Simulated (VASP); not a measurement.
Write the native input for VASP 6.6.1 that does the following.

- Task: single point
- Functional: LDA
- Potentials or basis: VASP PAW LDA potentials, release 64 (Ca_sv, Tl_d, N)
- Cutoff: 600 eV
- k mesh: 4 × 4 × 4
- Occupations: fermi-dirac, width 0.2 eV
- Spin: no spin polarisation
- Dipole correction: no
- Further INCAR settings: ALGO = Normal; EDIFF = 1e-06; NBANDS = 32

The structure of Ca3TlN lies in POSCAR:

```
Ca3TlN
1.0
    4.9538240000      0.0000000000      0.0000000000
    0.0000000000      4.9538240000      0.0000000000
    0.0000000000      0.0000000000      4.9538240000
Ca Tl N
3 1 1
Direct
    0.5000000000      0.5000000000      0.0000000000
    0.0000000000      0.5000000000      0.5000000000
    0.5000000000      0.0000000000      0.5000000000
    0.0000000000      0.0000000000      0.0000000000
    0.5000000000      0.5000000000      0.5000000000
```

One way to write it, as run:

INCAR

```
SYSTEM = Ca3TlN
PREC = Accurate
ENCUT = 600
EDIFF = 1E-6
ISMEAR = -1
SIGMA = 0.2
LREAL = .FALSE.
LASPH = .TRUE.
NELM = 120
ALGO = Normal
ISIF = 2
LWAVE = .FALSE.
LCHARG = .FALSE.
GGA = CA
NBANDS = 32
GGA_COMPAT = .FALSE.
```

KPOINTS

```
Automatic mesh
0
G
  4 4 4
  0 0 0
```

Potentials or basis: VASP PAW LDA potentials, release 64 (Ca_sv, Tl_d, N).

Command:

```sh
$ cat potpaw_LDA.64/Ca_sv/POTCAR potpaw_LDA.64/Tl_d/POTCAR potpaw_LDA.64/N/POTCAR > POTCAR
$ mpirun -np 1 vasp_std > vasp.out
```

Results of the run:

The pressure is -4.1 GPa. The band gap on the k mesh is zero (bands 24 and 25 overlap by 1.45 eV).

Caveat: the cell stands under tension; spin-orbit coupling is left out, which moves the levels of the heavy elements.

Run time: 18 s on 1 thread of AMD EPYC 9R45 96-Core Processor (Zen 5) (shared host), peak memory 0.19 GiB.
